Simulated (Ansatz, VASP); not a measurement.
## Two plane-wave programs on CuAu

The input INCAR:

```
PREC = Accurate
ENCUT = 520
EDIFF = 1E-8
ISMEAR = -1
SIGMA = 0.05
LREAL = False
LASPH = True
NELM = 100
ALGO = Normal
ISIF = 2
LWAVE = False
LCHARG = False
GGA = PS
LEFG = True
NBANDS = 18
```

The input KPOINTS:

```
regular mesh
0
Gamma
  13 13 10
```

The input POSCAR:

```
CuAu
1.0
    2.8549159028      0.0000000000      0.0000000000
    0.0000000000      2.8549159028      0.0000000000
    0.0000000000      0.0000000000      3.7419790583
Cu Au
1 1
Direct
    0.5000000000      0.5000000000      0.5000000000
    0.0000000000      0.0000000000      0.0000000000
```

Input for Ansatz:

```yaml
crystal:
  lattice:
    - [2.8549159028, 0.0, 0.0]
    - [0.0, 2.8549159028, 0.0]
    - [0.0, 0.0, 3.7419790583]
  atoms:
    - { symbol: Cu, position: [0.5, 0.5, 0.5] }
    - { symbol: Au, position: [0.0, 0.0, 0.0] }
kpoints:
  mp_grid: { grid: [13, 13, 10] }
scf:
  occupations: { method: fermi_dirac, width: 0.05 }
hamiltonian:
  xc: pbesol
  pseudopotentials: { kind: paw }
output:
  forces: true
  stress: true
  eigenvalues: true
  efg: { contact_densities: true }
```

Change from the starting cell: volume scaled by 1.06, PAW files.

Alike in both runs: task electric field gradients; functional PBEsol; k mesh 13 × 13 × 10; occupations fermi-dirac, width 0.05 eV; no spin polarisation.

|  | VASP | Ansatz |
| --- | --- | --- |
| version | VASP 6.6.1 | Ansatz 0.2.0 |
| potentials or method | VASP PAW PBE potentials, release 64 (Cu, Au) | PAW with Ansatz's default frozen-core files, scalar-relativistic |
| plane-wave cutoff (eV) | 520 | 420 |
| valence electrons in the cell | 22 | 38 |

|  | VASP | Ansatz | Ansatz less VASP |
| --- | --- | --- | --- |
| pressure (GPa) | -9.9 | -10.0 | -0.10 |
| traceless stress, the component that is largest in VASP (GPa) | 0.46 | 0.43 | -0.034 |
| size of Vzz on the site where it differs most (V/Å²) | 68.1 | 45.7 | -22.40 |

VASP's potentials were made for PBE, not for PBEsol. With one functional, cell and mesh, what is left measures potentials, basis and numerics. VASP's potentials hold 22 valence electrons a cell and Ansatz's 38, so a difference there can come from the potentials and not from the codes.

Neither program's run includes spin-orbit coupling.
